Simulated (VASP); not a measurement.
Input of a VASP 6.6.1 run:

The input INCAR:

```
  PREC = Accurate
  ENCUT = 520
  EDIFF = 1E-7
  ISMEAR = 0
  SIGMA = 0.05
  LREAL = False
  LASPH = True
  NELM = 80
  ALGO = Normal
  ISIF = 2
  LWAVE = False
  LCHARG = False
  GGA = PS
  NBANDS = 14
```

File KPOINTS:

```
Automatic mesh
0
Gamma
  12 12 12
```

The input POSCAR:

```
LaC
1.0
    0.0000000000      2.7165836941      2.7165836941
    2.7165836941      0.0000000000      2.7165836941
    2.7165836941      2.7165836941      0.0000000000
La C
1 1
Direct
    0.5000000000      0.5000000000      0.5000000000
    0.0000000000      0.0000000000      0.0000000000
```

Potentials or basis: VASP PAW PBE potentials, release 64 (La, C).

The run is started by

```bash
$ cat potpaw_PBE.64/La/POTCAR potpaw_PBE.64/C/POTCAR > POTCAR
$ mpirun -np 1 vasp_std > vasp.out
```

(1) Estimate the pressure.

Answers

(1) -3.6 GPa.

Caveat: the PAW data sets were made with another functional, which shifts forces and pressure a little.
